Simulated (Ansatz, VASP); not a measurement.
Two plane-wave programs on SiC

```
Si C
1.0
     2.86322    0.00000    0.00000
    -1.43161    2.47962    0.00000
     0.00000    0.00000    2.57129
Si C
1 1
Direct
  0.00000 0.00000 0.00000
  0.66667 0.33333 0.50000
```

Change from the starting cell: species swapped into the WC type (P-6m2, No. 187).

Alike in both runs: functional PBE; k mesh 24 × 24 × 22; occupations gaussian, width 0.1 eV; no spin polarisation.

Ansatz relaxed the structure, and its values are those at the end. VASP's run is a single point on that final structure, the one shown.

```csv
,VASP,Ansatz
version,VASP 6.6.1,Ansatz 0.2.0
potentials or method,"VASP PAW PBE potentials, release 64 (Si, C), cutoff 520 eV","scalar-relativistic, plane waves, PAW"
valence electrons in the cell,8,8
```

Ansatz gave:

- gap on the k mesh at the Fermi level (eV): none
- pressure (GPa): 0.0

Problem. Estimate VASP's values.

Solution. gap on the k mesh at the Fermi level (eV): none; pressure (GPa): 0.1.

A gap of «none» marks a metal or a gap that the smearing closes.
